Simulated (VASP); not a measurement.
# TiSe2 (P-3m1) in VASP: a series of runs

Aim: see how the results for TiSe2 move with the level of theory and the settings. Levels: PBE+D3(BJ), PBE+D4. Tasks: single point.

The COD entry that gives the cell may itself be a prediction, so a difference from it is no test against experiment.

Everything below comes from runs of VASP 6.6.1. Logs are shortened: lines on timing, memory, paths and dates and some standing lists are left out, and cuts for length are marked.

### 1 The cell of the first run

The structure is trigonal, space group P-3m1 (No. 164). Conventional cell: a = 3.483 Å, b = 3.483 Å, c = 5.848 Å, α = 90.00°, β = 90.00°, γ = 120.00°. Within 3.4 Å of Ti (site symmetry -3m) lie 6 Se at 2.54 Å. Se (site symmetry 3m) has 3 Ti at 2.54 Å within 3.4 Å.

### 2 Single point, PBE+D3(BJ)

INCAR

```
SYSTEM = TiSe2
  ALGO = Normal
  EDIFF = 1E-6
  ENCUT = 500
  GGA = PE
  GGA_COMPAT = .FALSE.
  ISIF = 2
  ISMEAR = -1
  IVDW = 12
  LASPH = .TRUE.
  LCHARG = .TRUE.
  LELF = .TRUE.
  LREAL = .FALSE.
  LVHAR = .TRUE.
  LWAVE = .FALSE.
  NBANDS = 19
  NELM = 120
  PREC = Accurate
  SIGMA = 0.02
```

KPOINTS

```
k-points
0
G
  12 12 4
  0 0 0
```

POSCAR

```
TiSe2
1.0
    3.4829356112      0.0000000000      0.0000000000
   -1.7414678056      3.0163107191      0.0000000000
    0.0000000000      0.0000000000      5.8480026445
Ti Se
1 2
Direct
    0.0000000000      0.0000000000      0.0000000000
    0.3333333333      0.6666666667      0.2653611655
    0.6666666667      0.3333333333      0.7346388345
```

Potentials or basis: VASP PAW PBE potentials, release 64 (Ti_sv, Se).

On the command line:

```console
cat potpaw_PBE.64/Ti_sv/POTCAR potpaw_PBE.64/Se/POTCAR > POTCAR
mpirun -np 1 vasp_std > vasp.out
```

OUTCAR:

```text
SYSTEM = TiSe2
   EDIFF = 1E-6
   ENCUT = 500
   GGA = PE
   ISIF = 2
   ISMEAR = -1
   IVDW = 12
   LASPH = .TRUE.
   LREAL = .FALSE.
   NELM = 120
   PREC = Accurate
 IVDW          = 12

 ion  position               nearest neighbor table
   1  0.000  0.000  0.000-   2 2.54   3 2.54   3 2.54   2 2.54   3 2.54   2 2.54
   2  0.333  0.667  0.265-   1 2.54   1 2.54   1 2.54
   3  0.667  0.333  0.735-   1 2.54   1 2.54   1 2.54

  LATTYP: Found a hexagonal cell.
 ALAT       =     3.4829356112
 C/A-ratio  =     1.6790441447

  Lattice vectors:

 A1 = (   3.4829356112,   0.0000000000,   0.0000000000)
 A2 = (  -1.7414678056,   3.0163107191,   0.0000000000)
 A3 = (   0.0000000000,   0.0000000000,   5.8480026445)

Analysis of symmetry for initial positions (statically):
=====================================================================
 Subroutine PRICEL returns:
 Original cell was already a primitive cell.

 Routine SETGRP: Setting up the symmetry group for a
 hexagonal supercell.

 Subroutine GETGRP returns: Found 12 space group operations
 (whereof 12 operations were pure point group operations)
 out of a pool of 24 trial point group operations.

The static configuration has the point symmetry D_3d.

Analysis of symmetry for dynamics (positions and initial velocities):
=====================================================================
 Subroutine PRICEL returns:
 Original cell was already a primitive cell.

 Routine SETGRP: Setting up the symmetry group for a
 hexagonal supercell.

 Subroutine GETGRP returns: Found 12 space group operations
 (whereof 12 operations were pure point group operations)
 out of a pool of 24 trial point group operations.

The dynamic configuration has the point symmetry D_3d.

 Subroutine INISYM returns: Found 12 space group operations
 (whereof 12 operations are pure point group operations),
 and found     1 'primitive' translations

----------------------------------------------------------------------------------------

                                     Primitive cell

  volume of cell :      61.4369

  direct lattice vectors                    reciprocal lattice vectors
     3.482935611  0.000000000  0.000000000     0.287114122  0.165765416  0.000000000
    -1.741467806  3.016310719  0.000000000     0.000000000  0.331530831  0.000000000
     0.000000000  0.000000000  5.848002645     0.000000000  0.000000000  0.170998555

  length of vectors
     3.482935611  3.482935611  5.848002645     0.331530831  0.331530831  0.170998555

  position of ions in fractional coordinates (direct lattice)
     0.000000000  0.000000000  0.000000000
     0.333333333  0.666666667  0.265361166
     0.666666667  0.333333333  0.734638834

  ion indices of the primitive-cell ions
   primitive index   ion index
                 1           1
                 2           2
                 3           3

----------------------------------------------------------------------------------------

 KPOINTS: k-points

Automatic generation of k-mesh.
 Grid dimensions read from file:
 generate k-points for:   12   12    4

 Generating k-lattice:

  Cartesian coordinates                     Fractional coordinates (reciprocal lattice)
     0.023926177  0.013813785  0.000000000     0.083333333 -0.000000000  0.000000000
     0.000000000  0.027627569  0.000000000     0.000000000  0.083333333  0.000000000
     0.000000000  0.000000000  0.042749639     0.000000000  0.000000000  0.250000000

  Length of vectors
     0.027627569  0.027627569  0.042749639

  Shift w.r.t. Gamma in fractional coordinates (k-lattice)
     0.000000000  0.000000000  0.000000000

 Subroutine IBZKPT returns following result:
 ===========================================

 Found     69 irreducible k-points:

 Following reciprocal coordinates:
            Coordinates               Weight
  0.000000  0.000000  0.000000      1.000000
  0.083333 -0.000000  0.000000      6.000000
  0.166667  0.000000  0.000000      6.000000
  0.250000 -0.000000  0.000000      6.000000
  0.333333 -0.000000  0.000000      6.000000
  0.416667 -0.000000  0.000000      6.000000
[... 16 lines left out ...]
  0.166667  0.000000  0.250000      6.000000
  0.000000  0.166667  0.250000      6.000000
 [... further k-points ...]
   k-points           NKPTS =     69   k-points in BZ     NKDIM =     69   number of bands    NBANDS=     19
   number of dos      NEDOS =    301   number of ions     NIONS =      3
   total plane-waves  NPLWV =  37632
   dimension x,y,z NGX =    28 NGY =   28 NGZ =   48
   dimension x,y,z NGXF=    56 NGYF=   56 NGZF=   96
   ions per type =               1   2
   NGX,Y,Z   is equivalent  to a cutoff of  13.36, 13.36, 13.65 a.u.
   NGXF,Y,Z  is equivalent  to a cutoff of  26.73, 26.73, 27.29 a.u.
 SYSTEM =  TiSe2
   PREC   = accura    normal or accurate (medium, high low for compatibility)
   ISTART =      0    job   : 0-new  1-cont  2-samecut
   ICHARG =      2    charge: 1-file 2-atom 10-const
   ISPIN  =      1    spin polarized calculation?
   LNONCOLLINEAR =      F non collinear calculations
   LSORBIT =      F    spin-orbit coupling
   LASPH  =      T    aspherical Exc in radial PAW
   ENCUT  =  500.0 eV  36.75 Ry    6.06 a.u.   6.35  6.35 10.66*2*pi/ulx,y,z
   NELM   =    120;   NELMIN=  2; NELMDL= -5     # of ELM steps
   EDIFF  = 0.1E-05   stopping-criterion for ELM
   LREAL  =      F    real-space projection
   EDIFFG = 0.1E-04   stopping-criterion for IOM
   NSW    =      0    number of steps for IOM
   IBRION =     -1    ionic relax: 0-MD 1-quasi-New 2-CG
   NFREE  =      0    steps in history (QN), initial steepest desc. (CG)
   ISIF   =      2    stress and relaxation
   ISYM   =      2    0-nonsym 1-usesym 2-fastsym
   POTIM  = 0.5000    time-step for ionic-motion
   TEBEG  =    0.0;   TEEND  =   0.0 temperature during run
   PSTRESS=    0.0 pullay stress
   NELECT =      24.0000    total number of electrons
   NUPDOWN=      -1.0000    fix difference up-down
   EMIN   =  10.00;   EMAX   =-10.00  energy-range for DOS
   EFERMI =   0.00;   METHOD = LEGACY
   ISMEAR =    -1;   SIGMA  =   0.02  broadening in eV -4-tet -1-fermi 0-gaus
   EFERMI_NEDOS =   21; number of points for ismear=-14 and -15
   IALGO  =     38    algorithm
   IMIX   =      4    mixing-type and parameters
     AMIX     =   0.40;   BMIX     =  1.00
     AMIX_MAG =   1.60;   BMIX_MAG =  1.00
  volume/ion in A,a.u.               =      20.48       138.20
  Fermi-wavevector in a.u.,A,eV,Ry     =   1.196747  2.261523 19.486298  1.432203
  Thomas-Fermi vector in A             =   2.332679
   LORBIT       =      0    0 simple, 1 ext, 2 COOP (PROOUT), +10 PAW based schemes
   GGA     = PE    functional components
   LHFCALC =     F    Hartree Fock is set to
   AEXX    =    0.0000 exact exchange contribution
   IVDW    =    12    specifies the selected vdW correction
   LEPSILON=     F    determine dielectric tensor
   LRPA    =     F    only Hartree local field effects (RPA)
 non-spin polarized calculation
  energy-cutoff  :      500.00
  volume of cell :       61.44
 maximum number of plane-waves:      1579
 NGX is ok and might be reduce to    28
   NGX = 13   NGY = 13   NGZ = 21

 number of electron      24.0000002 magnetization

 Free energy of the ion-electron system (eV)
  ---------------------------------------------------
  ext. energy  EPLUGINS =         0.00000000
  ---------------------------------------------------
  free energy    TOTEN  =       -18.12262537 eV

  energy without entropy =      -18.12145774  energy(sigma->0) =      -18.12204156

 E-fermi :   5.4180     XC(G=0): -10.3130

 val. band max:        5.4114739269   @ k =   0.0833  -0.0000   0.0000
 cond. band min:       5.4638031430   @ k =   0.5000  -0.0000   0.0000
 fundamental gap:      0.0523292161
 Fermi energy:         5.4179971810

 k-point     1 :       0.0000    0.0000    0.0000
  band No.  band energies     occupation
      1     -52.1060      2.00000
      2     -28.3390      2.00000
      3     -28.3259      2.00000
      4     -28.3259      2.00000
      5      -8.8146      2.00000
      6      -7.1849      2.00000
[... 11 lines left out ...]
     18      11.1062      0.00000
     19      11.5745      0.00000

 k-point     2 :       0.0833   -0.0000    0.0000
  band No.  band energies     occupation
      1     -52.1054      2.00000
      2     -28.3375      2.00000
      3     -28.3329      2.00000
      4     -28.3275      2.00000
      5      -8.7342      2.00000
      6      -7.1573      2.00000
[... 11 lines left out ...]
     18      11.6822      0.00000
     19      12.0377      0.00000

 k-point     3 :       0.1667    0.0000    0.0000
  band No.  band energies     occupation
      1     -52.1037      2.00000
      2     -28.3521      2.00000
      3     -28.3333      2.00000
      4     -28.3318      2.00000
      5      -8.5022      2.00000
      6      -7.0818      2.00000
[... 11 lines left out ...]
     18      12.5096      0.00000
     19      12.9677      0.00000

 k-point     4 :       0.2500   -0.0000    0.0000
  band No.  band energies     occupation
      1     -52.1014      2.00000
      2     -28.3780      2.00000
      3     -28.3377      2.00000
      4     -28.3275      2.00000
      5      -8.1477      2.00000
      6      -6.9813      2.00000
[... 407 lines left out ...]
     18      11.8821      0.00000
     19      12.9297      0.00000

 k-point    23 :       0.1667    0.0000    0.2500
  band No.  band energies     occupation
      1     -52.1037      2.00000
      2     -28.3521      2.00000
      3     -28.3333      2.00000
      4     -28.3318      2.00000
      5      -8.3294      2.00000
      6      -7.3534      2.00000
[... 11 lines left out ...]
     18      12.9130      0.00000
     19      13.2655      0.00000

 k-point    24 :       0.0000    0.1667    0.2500
  band No.  band energies     occupation
      1     -52.1037      2.00000
      2     -28.3521      2.00000
      3     -28.3333      2.00000
      4     -28.3318      2.00000
      5      -8.3425      2.00000
      6      -7.3326      2.00000
[... 11 lines left out ...]
     18      12.4407      0.00000
     19      13.2165      0.00000

 [... further k-points ...]

------------------------ aborting loop because EDIFF is reached ----------------------------------------

 Edisp (eV)   -1.35455

 E8    (eV) :    -0.5876

  FORCE on cell =-STRESS in cart. coord.  units (eV):
  Direction    XX          YY          ZZ          XY          YZ          ZX
  --------------------------------------------------------------------------------------
  -------------------------------------------------------------------------------------
  Total       0.04227     0.04227     0.03155    -0.00000    -0.00000     0.00000
  in kB       1.10244     1.10244     0.82289    -0.00000    -0.00000     0.00000
  external pressure =        1.01 kB  Pullay stress =        0.00 kB

 VOLUME and BASIS-vectors are now :
 -----------------------------------------------------------------------------
  energy-cutoff  :      500.00
  volume of cell :       61.44
      direct lattice vectors                 reciprocal lattice vectors
     3.482935611  0.000000000  0.000000000     0.287114122  0.165765416  0.000000000
    -1.741467806  3.016310719  0.000000000     0.000000000  0.331530831  0.000000000
     0.000000000  0.000000000  5.848002645     0.000000000  0.000000000  0.170998555

 POSITION                                       TOTAL-FORCE (eV/Angst)
 -----------------------------------------------------------------------------------
      0.00000      0.00000      0.00000        -0.000000      0.000000      0.000000
     -0.00000      2.01087      1.55183        -0.000000      0.000000      0.015037
      1.74147      1.00544      4.29617         0.000000      0.000000     -0.015037
 -----------------------------------------------------------------------------------
    total drift:                               -0.000000     -0.000000     -0.000000

  FREE ENERGIE OF THE ION-ELECTRON SYSTEM (eV)
  ---------------------------------------------------
  free  energy   TOTEN  =       -19.4771766138 eV

  energy  without entropy=      -19.4760089873  energy(sigma->0) =      -19.47659280
```

It took 49 s on 1 thread of AMD EPYC 9R45 (Zen 5), shared host; peak memory 0.21 GiB.

What came out:

```yaml
Free_energy: -19.4772 eV
Pressure: 0.1 GPa
Largest_force: 0.015 eV/Å
Band_gap_on_the_k_mesh: zero (band 12 reaches 5.93 eV, above the bottom of band 13 at 5.16 eV)
Dispersion_energy_per_atom: -0.452 eV
```

Forces in eV/Å, atoms in the order of the input:
```
Ti   0.000  0.000  0.000
Se   0.000  0.000  0.015
Se   0.000  0.000 -0.015
```

Levels at points of the mesh, in eV from the Fermi level:
```csv
k point,band 9,band 10,band 11,band 12,band 13,band 14,band 15,band 16
"(0.00, 0.00, 0.00)",-2.26,0.38,0.51,0.51,0.58,0.60,0.60,3.29
"(0.50, 0.00, 0.00)",-2.96,-2.88,-2.25,-1.44,0.05,1.47,1.89,3.22
"(0.00, 0.00, 0.50)",-2.18,-2.18,0.27,0.27,0.49,0.49,1.28,3.75
"(0.50, 0.00, 0.50)",-2.83,-2.56,-1.12,-0.86,-0.26,1.46,1.86,3.05
```

Caveat: pairwise dispersion overbinds metals, which lowers pressure and volume.

### 3 Single point, PBE+D4

This run uses another cell than the first one, of 20.99 Å³/atom, 1.025 times its volume.

INCAR

```
ALGO = Normal
EDIFF = 1E-6
ENCUT = 500
GGA = PE
GGA_COMPAT = F
ISIF = 2
ISMEAR = -1
IVDW = 13
LASPH = T
LCHARG = F
LREAL = F
LWAVE = F
NBANDS = 19
NELM = 120
PREC = Accurate
SIGMA = 0.02
```

KPOINTS

```
k-points
0
Gamma
  12 12 4
```

POSCAR

```
TiSe2
1.0
    3.5044958196      0.0000000000      0.0000000000
   -1.7522479098      3.0349824072      0.0000000000
    0.0000000000      0.0000000000      5.9212491565
Ti Se
1 2
Direct
    0.0000000000      0.0000000000      0.0000000000
    0.3333333333      0.6666666667      0.2610502521
    0.6666666667      0.3333333333      0.7389497479
```

Potentials or basis: VASP PAW PBE potentials, release 64 (Ti_sv, Se).

On the command line:

```console
cat potpaw_PBE.64/Ti_sv/POTCAR potpaw_PBE.64/Se/POTCAR > POTCAR
mpirun -np 1 vasp_std > vasp.out
```

It took 48 s on 1 thread of AMD EPYC 9R45 (Zen 5), shared host; peak memory 0.2 GiB.

Results (log left out):

- Free energy: -19.2120 eV
- Pressure: 0.1 GPa
- Largest force: 0.019 eV/Å
- Band gap on the k mesh: zero (band 12 reaches 5.63 eV, above the bottom of band 13 at 4.92 eV)
- Dispersion energy per atom: -0.353 eV

Forces in eV/Å, atoms in the order of the input:
```
Ti   0.000  0.000  0.000
Se   0.000  0.000  0.019
Se   0.000  0.000 -0.019
```

Levels at points of the mesh, in eV from the Fermi level:
```csv
k point,band 10,band 11,band 12,band 13,band 14,band 15
"(0.00, 0.00, 0.00)",0.28,0.49,0.49,0.55,0.55,0.61
"(0.50, 0.00, 0.00)",-2.83,-2.26,-1.40,0.07,1.42,1.83
"(0.00, 0.00, 0.50)",-2.20,0.28,0.28,0.47,0.47,1.25
"(0.50, 0.00, 0.50)",-2.52,-1.17,-0.91,-0.22,1.42,1.80
```

Caveat: pairwise dispersion overbinds metals, which lowers pressure and volume.
